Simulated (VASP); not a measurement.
ZnCu, 2 atoms in the cell. The structure is cubic, space group Pm-3m (No. 221). Conventional cell: a = 2.978 Å, b = 2.978 Å, c = 2.978 Å, α = 90.00°, β = 90.00°, γ = 90.00°. Within 3.4 Å of Zn (site symmetry m-3m) lie 8 Cu at 2.58 Å and 6 Zn at 2.98 Å. Cu (site symmetry m-3m) has 8 Zn at 2.58 Å and 6 Cu at 2.98 Å within 3.4 Å. 

```yaml
Program: VASP 6.6.1
Task: electric field gradients
Functional: r2SCAN
Potentials_or_basis: VASP PAW PBE potentials, release 64 (Zn, Cu)
Cutoff: 520 eV
k_mesh: 12 × 12 × 12
Occupations: fermi-dirac, width 0.05 eV
Spin: no spin polarisation
Dipole_correction: no
Further_INCAR_settings: ALGO = Normal; EDIFF = 1e-08; NBANDS = 18
```

Potentials or basis: VASP PAW PBE potentials, release 64 (Zn, Cu).

Launch:

```console
$ cat potpaw_PBE.64/Zn/POTCAR potpaw_PBE.64/Cu/POTCAR > POTCAR
$ cp INCAR.step1 INCAR
$ mpirun -np 1 vasp_std > vasp.out
$ cp INCAR.step2 INCAR
$ mpirun -np 1 vasp_std > vasp.out
```

Hardware: 1 thread of Intel(R) Xeon(R) Platinum 8488C (Sapphire Rapids), on a shared host.

Q: Estimate the wall time of this run.

A: Wall time 66 s on 1 thread of Intel(R) Xeon(R) Platinum 8488C (Sapphire Rapids), with other jobs on the host, peak memory 0.17 GiB. Counts: k points 84.
